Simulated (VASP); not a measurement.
# Cu (P2_1/m) in VASP: single point with PBEsol

Aim: the single point of Cu with PBEsol.

Program: VASP 6.6.1. These are calculated values, not measurements. Logs are shortened: lines on timing, memory, paths and dates and some standing lists are left out, and cuts for length are marked.

## (1) The cell of the first run

The typed cell holds 4 atoms: a = 2.533 Å, b = 4.132 Å, c = 4.329 Å, α = 90.00°, β = 90.01°, γ = 90.00°.

This isn't the form of Cu at room conditions, which is fcc.

## (2) Single point, PBEsol

Contents of INCAR:

```
PREC = Accurate
ENCUT = 520
EDIFF = 1E-7
ISMEAR = 0
SIGMA = 0.15
LREAL = F
LASPH = T
NELM = 80
ALGO = Fast
ISIF = 2
LWAVE = F
LCHARG = F
GGA = PS
NBANDS = 30
```

Contents of KPOINTS:

```
regular mesh
0
Gamma
  14 8 8
```

Contents of POSCAR:

```
Cu
1.0
   -2.5330465485      0.0002266482     -0.0000017200
   -0.0000028090     -0.0000193277     -4.1315317528
    0.0003925661     -4.3288238321     -0.0000204981
Cu
4
Direct
    0.4997812959      0.7499986597      0.1684672656
   -0.0001649360      0.7499983993      0.6684716809
    0.0001670984      0.2499998224      0.3315283775
    0.5002165418      0.2500031186      0.8315326761
```

Potentials or basis: VASP PAW PBE potentials, release 64 (Cu).

Launch:

```sh
cat potpaw_PBE.64/Cu/POTCAR > POTCAR
mpirun -np 1 vasp_std > vasp.out
```

OUTCAR:

```text
PREC = Accurate
   ENCUT = 520
   EDIFF = 1E-7
   ISMEAR = 0
   LREAL = F
   LASPH = T
   NELM = 80
   ISIF = 2
   GGA = PS

 ion  position               nearest neighbor table
   1  0.500  0.750  0.168-   2 2.51   2 2.51   2 2.51   2 2.51   3 2.52   3 2.52   3 2.52   3 2.52
                             4 2.53   4 2.53
   2  1.000  0.750  0.668-   1 2.51   1 2.51   1 2.51   1 2.51   4 2.52   4 2.52   4 2.52   4 2.52
                             3 2.53   3 2.53
   3  0.000  0.250  0.332-   4 2.51   4 2.51   4 2.51   4 2.51   1 2.52   1 2.52   1 2.52   1 2.52
                             2 2.53   2 2.53
   4  0.500  0.250  0.832-   3 2.51   3 2.51   3 2.51   3 2.51   2 2.52   2 2.52   2 2.52   2 2.52
                             1 2.53   1 2.53

  LATTYP: Found a simple monoclinic cell.
 ALAT       =     2.5330465586
 B/A-ratio  =     1.6310524332
 C/A-ratio  =     1.7089397095
 COS(beta)  =    -0.0001801631

  Lattice vectors:

 A1 = (  -2.5330465485,   0.0002266482,  -0.0000017200)
 A2 = (  -0.0000028090,  -0.0000193277,  -4.1315317528)
 A3 = (   0.0003925661,  -4.3288238321,  -0.0000204981)

Analysis of symmetry for initial positions (statically):
=====================================================================
 Subroutine PRICEL returns:
 Original cell was already a primitive cell.

 Routine SETGRP: Setting up the symmetry group for a
 simple monoclinic supercell.

 Subroutine GETGRP returns: Found  4 space group operations
 (whereof  2 operations were pure point group operations)
 out of a pool of  4 trial point group operations.

The static configuration has the point symmetry S_2 .
 The point group associated with its full space group is C_2h.

Analysis of symmetry for dynamics (positions and initial velocities):
=====================================================================
 Subroutine PRICEL returns:
 Original cell was already a primitive cell.

 Routine SETGRP: Setting up the symmetry group for a
 simple monoclinic supercell.

 Subroutine GETGRP returns: Found  4 space group operations
 (whereof  2 operations were pure point group operations)
 out of a pool of  4 trial point group operations.

The dynamic configuration has the point symmetry S_2 .
 The point group associated with its full space group is C_2h.

 Subroutine INISYM returns: Found  4 space group operations
 (whereof  2 operations are pure point group operations),
 and found     1 'primitive' translations

[... 99 lines left out ...]
   LREAL  =      F    real-space projection
   EDIFFG = 0.1E-05   stopping-criterion for IOM
   NSW    =      0    number of steps for IOM
   IBRION =     -1    ionic relax: 0-MD 1-quasi-New 2-CG
   NFREE  =      0    steps in history (QN), initial steepest desc. (CG)
   ISIF   =      2    stress and relaxation
   ISYM   =      2    0-nonsym 1-usesym 2-fastsym
   POTIM  = 0.5000    time-step for ionic-motion
   TEBEG  =    0.0;   TEEND  =   0.0 temperature during run
   PSTRESS=    0.0 pullay stress
   NELECT =      44.0000    total number of electrons
   NUPDOWN=      -1.0000    fix difference up-down
   EMIN   =  10.00;   EMAX   =-10.00  energy-range for DOS
   EFERMI =   0.00;   METHOD = LEGACY
   ISMEAR =     0;   SIGMA  =   0.15  broadening in eV -4-tet -1-fermi 0-gaus
   EFERMI_NEDOS =   21; number of points for ismear=-14 and -15
   IALGO  =     68    algorithm
   IMIX   =      4    mixing-type and parameters
     AMIX     =   0.40;   BMIX     =  1.00
     AMIX_MAG =   1.60;   BMIX_MAG =  1.00
  volume/ion in A,a.u.               =      11.33        76.43
  Fermi-wavevector in a.u.,A,eV,Ry     =   1.621254  3.063725 35.762421  2.628464
  Thomas-Fermi vector in A             =   2.715060
   LORBIT       =      0    0 simple, 1 ext, 2 COOP (PROOUT), +10 PAW based schemes
   GGA     = PS    functional components
   LHFCALC =     F    Hartree Fock is set to
   AEXX    =    0.0000 exact exchange contribution
   IVDW    =     0    specifies the selected vdW correction
   LEPSILON=     F    determine dielectric tensor
   LRPA    =     F    only Hartree local field effects (RPA)
 non-spin polarized calculation
 RMM-DIIS sequential band-by-band and
 Gauss-broadening in eV      SIGMA  =   0.15
  energy-cutoff  :      520.00
  volume of cell :       45.30
 maximum number of plane-waves:      1240
   NGX =  9   NGY = 15   NGZ = 17

 number of electron      43.9999963 magnetization

 Free energy of the ion-electron system (eV)
  ---------------------------------------------------
  ext. energy  EPLUGINS =         0.00000000
  ---------------------------------------------------
  free energy    TOTEN  =       -17.20420830 eV

  energy without entropy =      -17.18957737  energy(sigma->0) =      -17.19689283

 E-fermi :   7.8897     XC(G=0): -13.1539

 val. band max:        7.8850828433   @ k =  -0.1429   0.5000   0.2500
 cond. band min:       7.8920541857   @ k =  -0.0000   0.3750  -0.0000
 fundamental gap:      0.0069713424
 Fermi energy:         7.8896862170

 k-point     1 :       0.0000    0.0000    0.0000
  band No.  band energies     occupation
      1      -1.7845      2.00000
      2       2.5802      2.00000
      3       2.8816      2.00000
      4       3.1292      2.00000
      5       3.3546      2.00000
      6       4.7266      2.00000
[... 781 lines left out ...]
     29      18.5916      0.00000
     30      18.5916      0.00000

 [... further k-points ...]

------------------------ aborting loop because EDIFF is reached ----------------------------------------

  FORCE on cell =-STRESS in cart. coord.  units (eV):
  Direction    XX          YY          ZZ          XY          YZ          ZX
  --------------------------------------------------------------------------------------
  -------------------------------------------------------------------------------------
  Total        0.1554392      0.1682452      0.1592507      0.0001817      0.0000015      0.0000002
  in kB        5.4972688      5.9501656      5.6320648      0.0064246      0.0000545      0.0000076
  external PRESSURE =       5.6931664 kB  Pullay stress =       0.0000000 kB

 VOLUME and BASIS-vectors are now :
 -----------------------------------------------------------------------------
  energy-cutoff  :      520.00
  volume of cell :       45.30
      direct lattice vectors                 reciprocal lattice vectors
    -2.533046549  0.000226648 -0.000001720    -0.394781536 -0.000035801  0.000000269
    -0.000002809 -0.000019328 -4.131531753     0.000000164  0.000001146 -0.242040981
     0.000392566 -4.328823832 -0.000020498    -0.000020670 -0.231009634  0.000001081

 POSITION                                       TOTAL-FORCE (eV/Angst)
 -----------------------------------------------------------------------------------
     -1.26591     -0.72917     -3.09865        -0.001326      0.004785      0.000000
     -2.53237     -2.89348     -3.09866        -0.000840      0.005064      0.000000
     -0.00029     -1.43513     -1.03289         0.000840     -0.005064     -0.000000
     -1.26675     -3.59945     -1.03291         0.001326     -0.004785     -0.000000
 -----------------------------------------------------------------------------------
    total drift:                               -0.000627      0.000162     -0.000446

  FREE ENERGIE OF THE ION-ELECTRON SYSTEM (eV)
  ---------------------------------------------------
  free  energy   TOTEN  =       -17.2042083004 eV

  energy  without entropy=      -17.1895773691  energy(sigma->0) =      -17.19689283
```

OSZICAR:

```text
N       E                     dE             d eps       ncg     rms          rms(c)
DAV:   1     0.334102836574E+03    0.33410E+03   -0.19711E+04 18216   0.266E+03
DAV:   2     0.963318820390E+01   -0.32447E+03   -0.31263E+03 17400   0.398E+02
DAV:   3    -0.208314879176E+02   -0.30465E+02   -0.29129E+02 19220   0.168E+02
DAV:   4    -0.216058145202E+02   -0.77433E+00   -0.77278E+00 19686   0.364E+01
DAV:   5    -0.216160890900E+02   -0.10275E-01   -0.10274E-01 21468   0.417E+00    0.169E+01
RMM:   6    -0.186858012986E+02    0.29303E+01   -0.34155E+01 19196   0.876E+01    0.900E+00
RMM:   7    -0.172373578093E+02    0.14484E+01   -0.67137E+00 18867   0.412E+01    0.195E+00
RMM:   8    -0.172037758515E+02    0.33582E-01   -0.26885E-01 20251   0.347E+00    0.345E-01
RMM:   9    -0.172027846587E+02    0.99119E-03   -0.53394E-02 20087   0.348E+00    0.941E-02
RMM:  10    -0.172042005955E+02   -0.14159E-02   -0.14006E-02 20541   0.763E-01    0.332E-02
RMM:  11    -0.172042212431E+02   -0.20648E-04   -0.82420E-04 21133   0.391E-01    0.430E-02
RMM:  12    -0.172042193737E+02    0.18694E-05   -0.26124E-04 23733   0.138E-01    0.371E-02
RMM:  13    -0.172042076356E+02    0.11738E-04   -0.90124E-05 20103   0.125E-01    0.112E-02
RMM:  14    -0.172042080244E+02   -0.38882E-06   -0.18440E-05 21143   0.524E-02    0.201E-03
RMM:  15    -0.172042082440E+02   -0.21954E-06   -0.46341E-06 19998   0.149E-02    0.928E-04
RMM:  16    -0.172042083004E+02   -0.56445E-07   -0.55675E-07 13831   0.824E-03
   1 F= -.17204208E+02 E0= -.17196893E+02  d E =-.146309E-01
```

Wall time 7 min (1 thread of Intel Xeon Platinum 8259CL at 2.50GHz (Skylake/Cascade Lake), shared host); peak memory 0.37 GiB.

What came out:

```
Free energy            : -17.2042 eV
Pressure               : 0.6 GPa
Largest force          : 0.005 eV/Å
Band gap on the k mesh : zero (bands 22 and 23 overlap by 4.14 eV)
```

Forces in eV/Å, atoms in the order of the input:
```
Cu  -0.001  0.005  0.000
Cu  -0.001  0.005  0.000
Cu   0.001 -0.005  0.000
Cu   0.001 -0.005  0.000
```

Caveat: the PAW data sets were made with another functional, which shifts forces and pressure a little.
